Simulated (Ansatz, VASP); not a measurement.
## One calculation of Al4GeRu, two programs

```
Al Ge Ru
1.0
    -2.94641    2.94641    3.10976
     2.94641   -2.94641    3.10976
     2.94641    2.94641   -3.10976
Al Ge Ru
4 1 1
Direct
  0.49998 0.49998 0.50000
  0.50002 0.00002 0.00000
  0.99998 0.99998 0.50000
  0.00002 0.50002 0.00000
  0.00000 0.00000 0.00000
  0.50000 0.50000 0.00000
```

Change from the starting cell: species swapped into the AgClO4 type (I-42m, No. 121).

Alike in both runs: functional PBE; k mesh 6 × 6 × 6; occupations gaussian, width 0.1 eV; no spin polarisation.

Ansatz relaxed the structure, and its values are those at the end. VASP's run is a single point on that final structure, the one shown.

|  | VASP | Ansatz |
| --- | --- | --- |
| version | VASP 6.6.1 | Ansatz 0.2.0 |
| potentials or method | VASP PAW PBE potentials, release 64 (Al, Ge_d, Ru_pv), cutoff 520 eV | scalar-relativistic, plane waves, PAW |
| valence electrons in the cell | 40 | 42 |

VASP gave:

- gap on the k mesh at the Fermi level (eV): none
- pressure (GPa): 0.0

Q: What did Ansatz give for the same quantities?

A: gap on the k mesh at the Fermi level (eV): none; pressure (GPa): 0.1.

A gap of «none» marks a metal or a gap that the smearing closes. VASP's potentials hold 40 valence electrons a cell and Ansatz's 42, so a difference there can come from the potentials and not from the codes.
